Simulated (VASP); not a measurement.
Runs of VASP 6.6.1 on Pb. The structure is that of space group Fm-3m (No. 225), or close to it. The cells are those of the table. 

```csv
task,cell,cutoff (eV),gap on the mesh (eV),pressure (GPa)
single point,"a = 3.465, b = 3.465, c = 6.952 Å, angles 120.0, 120.0, 60.2°, 2 atoms",520,none,(a)
single point,"a = 3.500, b = 3.500, c = 7.023 Å, angles 120.0, 120.0, 60.2°, 2 atoms",520,none,-0.1
relaxation of shape and atoms at fixed volume,"relaxed from a = 3.569, b = 3.569, c = 7.160 Å, angles 120.0, 120.0, 60.2°, 2 atoms",600,none,-2.3
relaxation of shape and atoms at fixed volume,"relaxed from a = 3.535, b = 3.535, c = 7.092 Å, angles 120.0, 120.0, 60.2°, 2 atoms",600,none,-1.2
relaxation of shape and atoms at fixed volume,"relaxed from a = 3.613, b = 3.613, c = 7.249 Å, angles 120.0, 120.0, 60.2°, 2 atoms",600,none,-3.4
```

Alike in all rows: level PBE+D3(BJ); potentials or basis VASP PAW PBE potentials, release 64 (Pb_d); no spin polarisation; k mesh 14 × 14 × 8; smearing gaussian 0.1 eV.

Fill in the values left out.

(a) 1.5.

Caveats: spin-orbit coupling is left out, which moves the levels of the heavy elements; the relaxation stopped at its first step, so nothing moved (at least some runs).

A k mesh can miss the band edges, and the runs leave out spin-orbit coupling on Pb.

A gap of «none» marks levels without a gap at the run's occupations.
